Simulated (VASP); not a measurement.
# BP (F-43m) in VASP: single point with HF

Aim: the single point of BP with HF.

Program: VASP 6.6.1. These are calculated values, not measurements. Logs are shortened: lines on timing, memory, paths and dates and some standing lists are left out, and cuts for length are marked.

### 1 The cell of the first run

The structure is cubic, space group F-43m (No. 216). Conventional cell: a = 4.537 Å, b = 4.537 Å, c = 4.537 Å, α = 90.00°, β = 90.00°, γ = 90.00°. B (site symmetry -43m) has 4 P at 1.96 Å within 2.6 Å. P (site symmetry -43m) has 4 B at 1.96 Å within 2.6 Å.

### 2 Single point, HF

POSCAR reads:

```
BP
1.0
    0.0000000000      2.2683155811      2.2683155811
    2.2683155811      0.0000000000      2.2683155811
    2.2683155811      2.2683155811      0.0000000000
B P
1 1
Direct
    0.0000000000      0.0000000000      0.0000000000
    0.2500000000      0.2500000000      0.2500000000
```

INCAR.step1 reads:

```
SYSTEM = BP
PREC = Accurate ; ENCUT = 1000
EDIFF = 1E-5 ; ISMEAR = 0
SIGMA = 0.01 ; LREAL = .False.
LASPH = .True. ; NELM = 120
ALGO = Normal ; ISIF = 2
LWAVE = .True. ; LCHARG = .False.
NBANDS = 11 ; GGA = PE
GGA_COMPAT = .False.
```

INCAR.step2 reads:

```
SYSTEM = BP
PREC = Accurate ; ENCUT = 1000
EDIFF = 1E-6 ; ISMEAR = 0
SIGMA = 0.01 ; LREAL = .False.
LASPH = .True. ; NELM = 120
ALGO = Normal ; ISIF = 2
LWAVE = .False. ; LCHARG = .False.
GGA = PE ; LHFCALC = .True.
AEXX = 1.0 ; ALDAC = 0.0
AGGAC = 0.0 ; PRECFOCK = Normal
NBANDS = 11 ; ISTART = 1
GGA_COMPAT = .False.
```

KPOINTS reads:

```
Automatic mesh
0
Gamma
  6 6 6
  0 0 0
```

Potentials or basis: VASP PAW PBE potentials, release 64 (B_h, P).

Command:

```bash
$ cat potpaw_PBE.64/B_h/POTCAR potpaw_PBE.64/P/POTCAR > POTCAR
$ cp INCAR.step1 INCAR
$ mpirun -np 1 vasp_std > vasp.out
$ cp INCAR.step2 INCAR
$ mpirun -np 1 vasp_std > vasp.out
```

OUTCAR:

```text
SYSTEM = BP
   PREC = Accurate
   ENCUT = 1000
   EDIFF = 1E-6
   ISMEAR = 0
   LREAL = .False.
   LASPH = .True.
   NELM = 120
   ISIF = 2
   GGA = PE
   LHFCALC = .True.
   AEXX = 1.0
   PRECFOCK = Normal
   ISTART = 1

 ion  position               nearest neighbor table
   1  0.000  0.000  0.000-   2 1.96   2 1.96   2 1.96   2 1.96
   2  0.250  0.250  0.250-   1 1.96   1 1.96   1 1.96   1 1.96

  LATTYP: Found a face centered cubic cell.
 ALAT       =     4.5366311622

  Lattice vectors:

 A1 = (   0.0000000000,   2.2683155811,   2.2683155811)
 A2 = (   2.2683155811,   0.0000000000,   2.2683155811)
 A3 = (   2.2683155811,   2.2683155811,   0.0000000000)

Analysis of symmetry for initial positions (statically):
=====================================================================
 Subroutine PRICEL returns:
 Original cell was already a primitive cell.

 Routine SETGRP: Setting up the symmetry group for a
 face centered cubic supercell.

 Subroutine GETGRP returns: Found 24 space group operations
 (whereof 24 operations were pure point group operations)
 out of a pool of 48 trial point group operations.

The static configuration has the point symmetry T_d .

Analysis of symmetry for dynamics (positions and initial velocities):
=====================================================================
 Subroutine PRICEL returns:
 Original cell was already a primitive cell.

 Routine SETGRP: Setting up the symmetry group for a
 face centered cubic supercell.

 Subroutine GETGRP returns: Found 24 space group operations
 (whereof 24 operations were pure point group operations)
 out of a pool of 48 trial point group operations.

The dynamic configuration has the point symmetry T_d .

 Subroutine INISYM returns: Found 24 space group operations
 (whereof 24 operations are pure point group operations),
 and found     1 'primitive' translations

----------------------------------------------------------------------------------------

                                     Primitive cell

  volume of cell :      23.3421

  direct lattice vectors                    reciprocal lattice vectors
     0.000000000  2.268315581  2.268315581    -0.220427882  0.220427882  0.220427882
     2.268315581  0.000000000  2.268315581     0.220427882 -0.220427882  0.220427882
     2.268315581  2.268315581  0.000000000     0.220427882  0.220427882 -0.220427882

  length of vectors
     3.207882659  3.207882659  3.207882659     0.381792292  0.381792292  0.381792292

  position of ions in fractional coordinates (direct lattice)
     0.000000000  0.000000000  0.000000000
     0.250000000  0.250000000  0.250000000

  ion indices of the primitive-cell ions
   primitive index   ion index
                 1           1
                 2           2

----------------------------------------------------------------------------------------

 KPOINTS: Automatic mesh

Automatic generation of k-mesh.
 Grid dimensions read from file:
 generate k-points for:    6    6    6

 Generating k-lattice:

  Cartesian coordinates                     Fractional coordinates (reciprocal lattice)
    -0.036737980  0.036737980  0.036737980     0.166666667  0.000000000  0.000000000
     0.036737980 -0.036737980  0.036737980     0.000000000  0.166666667  0.000000000
     0.036737980  0.036737980 -0.036737980     0.000000000  0.000000000  0.166666667

  Length of vectors
     0.063632049  0.063632049  0.063632049

  Shift w.r.t. Gamma in fractional coordinates (k-lattice)
     0.000000000  0.000000000  0.000000000

 Subroutine IBZKPT returns following result:
 ===========================================

 Found     16 irreducible k-points:

 Following reciprocal coordinates:
            Coordinates               Weight
  0.000000  0.000000  0.000000      1.000000
  0.166667  0.000000  0.000000      8.000000
  0.333333  0.000000  0.000000      8.000000
  0.500000  0.000000  0.000000      4.000000
  0.166667  0.166667  0.000000      6.000000
  0.333333  0.166667  0.000000     24.000000
[... 8 lines left out ...]
 -0.333333  0.333333  0.166667     24.000000
 -0.333333  0.500000  0.166667     12.000000
   k-points           NKPTS =     16   k-points in BZ     NKDIM =    216   number of bands    NBANDS=     11
   number of dos      NEDOS =    301   number of ions     NIONS =      2
   total plane-waves  NPLWV =  46656
   dimension x,y,z NGX =    36 NGY =   36 NGZ =   36
   dimension x,y,z NGXF=    72 NGYF=   72 NGZF=   72
   ions per type =               1   1
   NGX,Y,Z   is equivalent  to a cutoff of  18.66, 18.66, 18.66 a.u.
   NGXF,Y,Z  is equivalent  to a cutoff of  37.31, 37.31, 37.31 a.u.
 SYSTEM =  BP
   PREC   = accura    normal or accurate (medium, high low for compatibility)
   ISTART =      1    job   : 0-new  1-cont  2-samecut
   ICHARG =      0    charge: 1-file 2-atom 10-const
   ISPIN  =      1    spin polarized calculation?
   LNONCOLLINEAR =      F non collinear calculations
   LSORBIT =      F    spin-orbit coupling
   LASPH  =      T    aspherical Exc in radial PAW
   ENCUT  = 1000.0 eV  73.50 Ry    8.57 a.u.   8.27  8.27  8.27*2*pi/ulx,y,z
   NELM   =    120;   NELMIN=  2; NELMDL=  0     # of ELM steps
   EDIFF  = 0.1E-05   stopping-criterion for ELM
   LREAL  =      F    real-space projection
   EDIFFG = 0.1E-04   stopping-criterion for IOM
   NSW    =      0    number of steps for IOM
   IBRION =     -1    ionic relax: 0-MD 1-quasi-New 2-CG
   NFREE  =      0    steps in history (QN), initial steepest desc. (CG)
   ISIF   =      2    stress and relaxation
   ISYM   =      3    0-nonsym 1-usesym 2-fastsym
   POTIM  = 0.5000    time-step for ionic-motion
   TEBEG  =    0.0;   TEEND  =   0.0 temperature during run
   PSTRESS=    0.0 pullay stress
   NELECT =       8.0000    total number of electrons
   NUPDOWN=      -1.0000    fix difference up-down
   EMIN   =  10.00;   EMAX   =-10.00  energy-range for DOS
   EFERMI =   0.00;   METHOD = LEGACY
   ISMEAR =     0;   SIGMA  =   0.01  broadening in eV -4-tet -1-fermi 0-gaus
   EFERMI_NEDOS =   21; number of points for ismear=-14 and -15
   IALGO  =     38    algorithm
   IMIX   =      1    mixing-type and parameters
     AMIX     =   0.40;   BMIX     =  1.00
     AMIX_MAG =   1.60;   BMIX_MAG =  1.00
  volume/ion in A,a.u.               =      11.67        78.76
  Fermi-wavevector in a.u.,A,eV,Ry     =   1.145666  2.164995 17.858334  1.312551
  Thomas-Fermi vector in A             =   2.282353
   LORBIT       =      0    0 simple, 1 ext, 2 COOP (PROOUT), +10 PAW based schemes
   GGA     = PE    functional components
   LHFCALC =     T    Hartree Fock is set to
   PRECFOCK=normal    Normal, Fast or Accurate (Low or Medium for compatibility)
   ENCUT4O =  -1.0   cutoff for four orbital integrals eV
   NKREDX  =     1    reduce k-point grid by
   NKREDY  =     1    reduce k-point grid by
   NKREDZ  =     1    reduce k-point grid by
   AEXX    =    1.0000 exact exchange contribution
   HFSCREEN=    0.0000 screening length (either q_TF or 0.3 A-1)
   HFSCREENC=   0.0000 screening length for correlation (either q_TF or 0.3 A-1)
   ENCUTFOCK=  -1.0 apply spherical cutoff to Coloumb kernel
   IVDW    =     0    specifies the selected vdW correction
   LEPSILON=     F    determine dielectric tensor
   LRPA    =     F    only Hartree local field effects (RPA)
 non-spin polarized calculation
 Gauss-broadening in eV      SIGMA  =   0.01
  energy-cutoff  :     1000.00
  volume of cell :       23.34
 maximum number of plane-waves:      1694
 NGX is ok and might be reduce to    36
  NGX = 28; NGY = 28; NGZ = 28

 number of electron       8.0000000 magnetization

 Free energy of the ion-electron system (eV)
  ---------------------------------------------------
  ext. energy  EPLUGINS =         0.00000000
  ---------------------------------------------------
  free energy    TOTEN  =       -21.49632870 eV

  energy without entropy =      -21.49632870  energy(sigma->0) =      -21.49632870

 E-fermi :   5.9454     XC(G=0):   0.0000

 val. band max:        5.8311952484   @ k =   0.0000   0.0000   0.0000
 cond. band min:      13.9168280418   @ k =   0.5000   0.5000   0.0000
 fundamental gap:      8.0856327934
 Fermi energy:         5.9454275245

 k-point     1 :       0.0000    0.0000    0.0000
  band No.  band energies     occupation
      1     -15.8251      2.00000
      2       5.8312      2.00000
      3       5.8312      2.00000
      4       5.8312      2.00000
      5      16.6860      0.00000
      6      16.6860      0.00000
      7      16.6860      0.00000
      8      22.1617      0.00000
      9      25.6567      0.00000
     10      26.8522      0.00000
     11      26.8522      0.00000

 k-point     2 :       0.1667    0.0000    0.0000
  band No.  band energies     occupation
      1     -15.1406      2.00000
      2       2.1589      2.00000
      3       5.0372      2.00000
      4       5.0372      2.00000
      5      17.3283      0.00000
      6      17.8225      0.00000
      7      17.8225      0.00000
      8      23.6290      0.00000
      9      25.3533      0.00000
     10      25.3533      0.00000
     11      27.2718      0.00000

 k-point     3 :       0.3333    0.0000    0.0000
  band No.  band energies     occupation
      1     -13.1861      2.00000
      2      -3.4264      2.00000
      3       3.9063      2.00000
      4       3.9063      2.00000
      5      17.2481      0.00000
      6      18.5030      0.00000
      7      18.5030      0.00000
      8      24.9419      0.00000
      9      26.7196      0.00000
     10      26.7196      0.00000
     11      28.3858      0.00000

 k-point     4 :       0.5000    0.0000    0.0000
  band No.  band energies     occupation
      1     -11.2519      2.00000
      2      -6.6964      2.00000
      3       3.4719      2.00000
      4       3.4719      2.00000
      5      17.1275      0.00000
      6      18.2741      0.00000
      7      18.2741      0.00000
      8      24.6725      0.00000
      9      30.2856      0.00000
     10      30.3871      0.00000
     11      30.3871      0.00000

 k-point     5 :       0.1667    0.1667    0.0000
  band No.  band energies     occupation
      1     -14.9098      2.00000
      2       3.1829      2.00000
      3       3.6992      2.00000
      4       3.6992      2.00000
      5      15.3880      0.00000
      6      19.7667      0.00000
      7      19.7667      0.00000
      8      20.9092      0.00000
      9      25.6435      0.00000
     10      27.7710      0.00000
     11      28.2055      0.00000
[... 99 lines left out ...]
 k-point    13 :       0.5000    0.5000    0.0000
  band No.  band energies     occupation
      1      -8.9357      2.00000
      2      -6.4868      2.00000
      3       0.2943      2.00000
      4       0.2943      2.00000
      5      13.9168      0.00000
      6      14.3121      0.00000
      7      28.3659      0.00000
      8      28.3659      0.00000
      9      31.6045      0.00000
     10      32.8632      0.00000
     11      33.6545      0.00000

 k-point    14 :       0.5000    0.3333    0.1667
  band No.  band energies     occupation
      1     -11.4743      2.00000
      2      -3.3986      2.00000
      3      -0.7064      2.00000
      4       1.6314      2.00000
      5      17.2947      0.00000
      6      18.8997      0.00000
      7      20.7437      0.00000
      8      24.5826      0.00000
      9      28.3316      0.00000
     10      28.9804      0.00000
     11      34.0587      0.00000

 k-point    15 :      -0.3333    0.3333    0.1667
  band No.  band energies     occupation
      1      -9.6371      2.00000
      2      -5.6402      2.00000
      3      -1.4765      2.00000
      4       0.6969      2.00000
      5      17.8011      0.00000
      6      19.4483      0.00000
      7      23.2415      0.00000
      8      24.0860      0.00000
      9      25.5902      0.00000
     10      30.7760      0.00000
     11      33.6443      0.00000

 k-point    16 :      -0.3333    0.5000    0.1667
  band No.  band energies     occupation
      1      -8.6772      2.00000
      2      -6.0566      2.00000
      3      -1.0862      2.00000
      4      -0.9382      2.00000
      5      16.9928      0.00000
      6      17.7134      0.00000
      7      24.1428      0.00000
      8      24.7993      0.00000
      9      28.8520      0.00000
     10      32.3963      0.00000
     11      32.6435      0.00000

------------------------ aborting loop because EDIFF is reached ----------------------------------------

  FORCE on cell =-STRESS in cart. coord.  units (eV):
  Direction    XX          YY          ZZ          XY          YZ          ZX
  --------------------------------------------------------------------------------------
  -------------------------------------------------------------------------------------
  Total        0.5556597      0.5556597      0.5556597      0.0000000     -0.0000000      0.0000000
  in kB       38.1398596     38.1398596     38.1398596      0.0000000     -0.0000000      0.0000000
  external PRESSURE =      38.1398596 kB  Pullay stress =       0.0000000 kB

 VOLUME and BASIS-vectors are now :
 -----------------------------------------------------------------------------
  energy-cutoff  :     1000.00
  volume of cell :       23.34
      direct lattice vectors                 reciprocal lattice vectors
     0.000000000  2.268315581  2.268315581    -0.220427882  0.220427882  0.220427882
     2.268315581  0.000000000  2.268315581     0.220427882 -0.220427882  0.220427882
     2.268315581  2.268315581  0.000000000     0.220427882  0.220427882 -0.220427882

 POSITION                                       TOTAL-FORCE (eV/Angst)
 -----------------------------------------------------------------------------------
      0.00000      0.00000      0.00000         0.000000     -0.000000     -0.000000
      1.13416      1.13416      1.13416        -0.000000      0.000000      0.000000
 -----------------------------------------------------------------------------------
    total drift:                                0.000000     -0.000000     -0.000000

  FREE ENERGIE OF THE ION-ELECTRON SYSTEM (eV)
  ---------------------------------------------------
  free  energy   TOTEN  =       -21.4963287016 eV

  energy  without entropy=      -21.4963287016  energy(sigma->0) =      -21.49632870
```

Run time: 31 min. Hardware: 1 thread of Intel Xeon Platinum 8259CL at 2.50GHz (Skylake/Cascade Lake), shared host; peak memory 0.22 GiB.

What came out:

- Free energy: -21.4963 eV
- Pressure: 3.8 GPa
- Band gap on the k mesh: 8.09 eV (least direct gap 10.85 eV)

Caveat: the cell stands under pressure; the PAW data sets were made with another functional, which shifts forces and pressure a little.
